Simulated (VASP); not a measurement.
# Ag (Im-3m) in VASP: a series of runs, part 2 of 2

VASP 6.6.1.

### 3 Single point, BLYP (volume scaled by 0.88)

Input file INCAR:

```
SYSTEM = Ag
PREC     = Accurate       ! precision mode
ENCUT    = 520            ! plane-wave cutoff, eV
EDIFF    = 1E-7           ! SCF threshold, eV
ISMEAR   = -1             ! smearing method
SIGMA    = 0.1            ! smearing width, eV
LREAL    = .FALSE.        ! projectors in reciprocal space
LASPH    = .TRUE.         ! aspherical terms in the spheres
NELM     = 60             ! most SCF steps
ALGO     = Normal         ! electronic algorithm
ISIF     = 2              ! what is computed and relaxed
LWAVE    = .FALSE.        ! write WAVECAR
LCHARG   = .TRUE.         ! write CHGCAR
GGA      = B5             ! functional
ALDAX    = 1.0          
AGGAX    = 1.0          
AGGAC    = 1.0          
ALDAC    = 0.0          
LELF     = .TRUE.         ! ELF
LVHAR    = .TRUE.       
NBANDS   = 12             ! bands
```

Input file KPOINTS:

```
regular mesh
0
G
  15 15 15
  0 0 0
```

Input file POSCAR:

```
Ag
1.0
   -1.6248966260      1.6248966260      1.6248966260
    1.6248966260     -1.6248966260      1.6248966260
    1.6248966260      1.6248966260     -1.6248966260
Ag
1
Direct
    0.0000000000      0.0000000000      0.0000000000
```

Potentials or basis: VASP PAW PBE potentials, release 64 (Ag).

Started as:

```console
> cat potpaw_PBE.64/Ag/POTCAR > POTCAR
> mpirun -np 1 vasp_std > vasp.out
```

It took 55 s on 1 thread of Intel Xeon 8259CL, shared host; peak memory 0.16 GiB.

The run converged. Its results:

* Free energy: -1.9994 eV
* Pressure: 12.2 GPa

Levels at points of the mesh, in eV from the Fermi level:
| k point | band 3 | band 4 | band 5 | band 6 | band 7 | band 8 | band 9 | band 10 |
| --- | --- | --- | --- | --- | --- | --- | --- | --- |
| (0.00, 0.00, 0.00) | -5.07 | -5.07 | -3.74 | -3.74 | 18.13 | 18.13 | 18.13 | 23.84 |

Caveat: the PAW data sets were made with another functional, which shifts forces and pressure a little.

### 4 Single point, BLYP (volume scaled by 0.92)

Input file INCAR:

```
AGGAC    = 1.0          
AGGAX    = 1.0          
ALDAC    = 0.0          
ALDAX    = 1.0          
ALGO     = Normal         # electronic algorithm
EDIFF    = 1E-6           # SCF threshold, eV
ENCUT    = 520            # plane-wave cutoff, eV
GGA      = B5             # functional
ISIF     = 2              # what is computed and relaxed
ISMEAR   = -1             # smearing method
LASPH    = T              # aspherical terms in the spheres
LCHARG   = F              # write CHGCAR
LREAL    = F              # projectors in reciprocal space
LWAVE    = F              # write WAVECAR
NBANDS   = 12             # bands
NELM     = 100            # most SCF steps
PREC     = Accurate       # precision mode
SIGMA    = 0.1            # smearing width, eV
```

Input file KPOINTS:

```
k-points
0
Gamma
  15 15 15
```

Input file POSCAR:

```
Ag
1.0
   -1.6491523904      1.6491523904      1.6491523904
    1.6491523904     -1.6491523904      1.6491523904
    1.6491523904      1.6491523904     -1.6491523904
Ag
1
Direct
    0.0000000000      0.0000000000      0.0000000000
```

Started as:

```console
> cat potpaw_PBE.64/Ag/POTCAR > POTCAR
> mpirun -np 1 vasp_std > vasp.out
```

It took 44 s on 1 thread of Intel Xeon 8259CL, shared host; peak memory 0.15 GiB.

It converged, with:

```
Free energy : -2.0458 eV
Pressure    : 6.9 GPa
```

Levels at points of the mesh, in eV from the Fermi level:
```csv
k point,band 3,band 4,band 5,band 6,band 7,band 8,band 9,band 10
"(0.00, 0.00, 0.00)",-4.90,-4.90,-3.67,-3.67,17.97,17.97,17.97,22.97
```

Caveat: the PAW data sets were made with another functional, which shifts forces and pressure a little.

### 5 Single point, BLYP (volume scaled by 0.96)

Input file INCAR:

```
SYSTEM = Ag
AGGAC = 1.0
AGGAX = 1.0
ALDAC = 0.0
ALDAX = 1.0
ALGO = Normal
EDIFF = 1E-7
ENCUT = 520
GGA = B5
ISIF = 2
ISMEAR = -1
LASPH = .TRUE.
LCHARG = .FALSE.
LREAL = .FALSE.
LWAVE = .FALSE.
NBANDS = 12
NELM = 60
PREC = Accurate
SIGMA = 0.1
```

Input file KPOINTS:

```
k-points
0
G
  15 15 15
  0 0 0
```

Input file POSCAR:

```
Ag
1.0
   -1.6727148937      1.6727148937      1.6727148937
    1.6727148937     -1.6727148937      1.6727148937
    1.6727148937      1.6727148937     -1.6727148937
Ag
1
Direct
    0.0000000000      0.0000000000      0.0000000000
```

Potentials or basis: VASP PAW PBE potentials, release 64 (Ag).

Started as:

```console
> cat potpaw_PBE.64/Ag/POTCAR > POTCAR
> mpirun -np 1 vasp_std > vasp.out
```

OUTCAR:

```text
SYSTEM = Ag
   EDIFF = 1E-7
   ENCUT = 520
   GGA = B5
   ISIF = 2
   ISMEAR = -1
   LASPH = .TRUE.
   LREAL = .FALSE.
   NELM = 60
   PREC = Accurate

 ion  position               nearest neighbor table
   1  0.000  0.000  0.000-

  LATTYP: Found a body centered cubic cell.
 ALAT       =     3.3454297874

  Lattice vectors:

 A1 = (  -1.6727148937,   1.6727148937,   1.6727148937)
 A2 = (   1.6727148937,  -1.6727148937,   1.6727148937)
 A3 = (   1.6727148937,   1.6727148937,  -1.6727148937)

Analysis of symmetry for initial positions (statically):
[... 529 lines left out ...]
      5       4.5106      2.00000
      6       9.9479      0.00000
      7      11.5521      0.00000
      8      16.3771      0.00000
      9      21.2356      0.00000
     10      27.5548      0.00000
     11      30.0398      0.00000
     12      32.6859      0.00000

 [... further k-points ...]
[... 5 lines left out ...]
  --------------------------------------------------------------------------------------
  -------------------------------------------------------------------------------------
  Total        0.3407736      0.3407736      0.3407736      0.0000000      0.0000000      0.0000000
  in kB       29.1642509     29.1642509     29.1642509      0.0000000      0.0000000      0.0000000
  external PRESSURE =      29.1642509 kB  Pullay stress =       0.0000000 kB

 VOLUME and BASIS-vectors are now :
 -----------------------------------------------------------------------------
  energy-cutoff  :      520.00
  volume of cell :       18.72
      direct lattice vectors                 reciprocal lattice vectors
    -1.672714894  1.672714894  1.672714894     0.000000000  0.298915256  0.298915256
     1.672714894 -1.672714894  1.672714894     0.298915256  0.000000000  0.298915256
     1.672714894  1.672714894 -1.672714894     0.298915256  0.298915256  0.000000000

 POSITION                                       TOTAL-FORCE (eV/Angst)
 -----------------------------------------------------------------------------------
      0.00000      0.00000      0.00000        -0.000000      0.000000      0.000000
 -----------------------------------------------------------------------------------
    total drift:                               -0.000000      0.000000      0.000000

  FREE ENERGIE OF THE ION-ELECTRON SYSTEM (eV)
  ---------------------------------------------------
  free  energy   TOTEN  =        -2.0697918869 eV

  energy  without entropy=       -2.0610450810  energy(sigma->0) =       -2.06541848
```

stdout:

```text
POSCAR found type information on POSCAR Ag
 POSCAR found :  1 types and       1 ions
 scaLAPACK will be used
 -----------------------------------------------------------------------------
|                                                                             |
|                                                                             |
|     You enforced a specific xc type in the INCAR file but a different       |
|     I HOPE YOU KNOW WHAT YOU ARE DOING!                                     |
|                                                                             |
 -----------------------------------------------------------------------------

 LDA part: xc-table for (Slater(with rela. corr.)+VWN5), standard interpolation
 POSCAR, INCAR and KPOINTS ok, starting setup
 FFT: planning ... GRIDC
 FFT: planning ... GRID_SOFT
 FFT: planning ... GRID
 WAVECAR not read
 entering main loop
```

It took 44 s on 1 thread of Intel Xeon 8259CL, shared host; peak memory 0.16 GiB.

What came out:

```
Free energy : -2.0698 eV
Pressure    : 2.9 GPa
```

Levels at points of the mesh, in eV from the Fermi level:
```tsv
k point	band 4	band 5	band 6	band 7	band 8	band 9
(0.00, 0.00, 0.00)	-4.76	-3.61	-3.61	17.80	17.80	17.80
```

Caveat: the PAW data sets were made with another functional, which shifts forces and pressure a little.

### 6 Overview

| cell | k mesh | gap on the mesh (eV) | pressure (GPa) |
| --- | --- | --- | --- |
| a = 2.937 Å, angles 109.5°, 1 atom | 14 × 14 × 14 | none | 0.1 |
| a = 2.814 Å, angles 109.5°, 1 atom | 15 × 15 × 15 | none | 12.2 |
| a = 2.856 Å, angles 109.5°, 1 atom | 15 × 15 × 15 | none | 6.9 |
| a = 2.897 Å, angles 109.5°, 1 atom | 15 × 15 × 15 | none | 2.9 |

Alike in all rows: task single point; level BLYP; potentials or basis VASP PAW PBE potentials, release 64 (Ag); no spin polarisation; cutoff (eV) 520; smearing fermi-dirac 0.1 eV.

Caveats: the PAW data sets were made with another functional, which shifts forces and pressure a little.

Absolute energies hang on the potentials; compare differences alone.
